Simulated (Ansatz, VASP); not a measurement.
# One calculation of In2As2F, two programs

```
As In F
1.0
     4.32207    0.00000    0.00000
    -2.16104    3.74302    0.00000
     0.00000    0.00000   21.73869
As In F
2 2 1
Cartesian
  0.0000 0.0000 4.0000
  0.0000 2.4953 7.7327
  0.0000 2.4953 4.8822
  2.1610 1.2477 8.4387
  4.3221 2.4953 10.9387
```

Alike in both runs: task single point; functional PBE; dispersion D3(BJ); k mesh 6 × 6 × 1; occupations gaussian, width 0.1 eV; no spin polarisation.

```csv
,VASP,Ansatz
version,VASP 6.6.1,Ansatz 0.2.0
potentials or method,"VASP PAW PBE potentials, release 64 (As, In_d, F), cutoff 520 eV","scalar-relativistic, plane waves, PAW"
valence electrons in the cell,43,63
```

Ansatz gave:

```
gap on the k mesh at the Fermi level (eV) : none
rms of the force components (eV/Å)        : 0.473
```

Task: Which values does VASP return?

Result: gap on the k mesh at the Fermi level (eV): none; rms of the force components (eV/Å): 0.472.

A gap of «none» marks a metal or a gap that the smearing closes. VASP's potentials hold 43 valence electrons a cell and Ansatz's 63, so a difference there can come from the potentials and not from the codes.
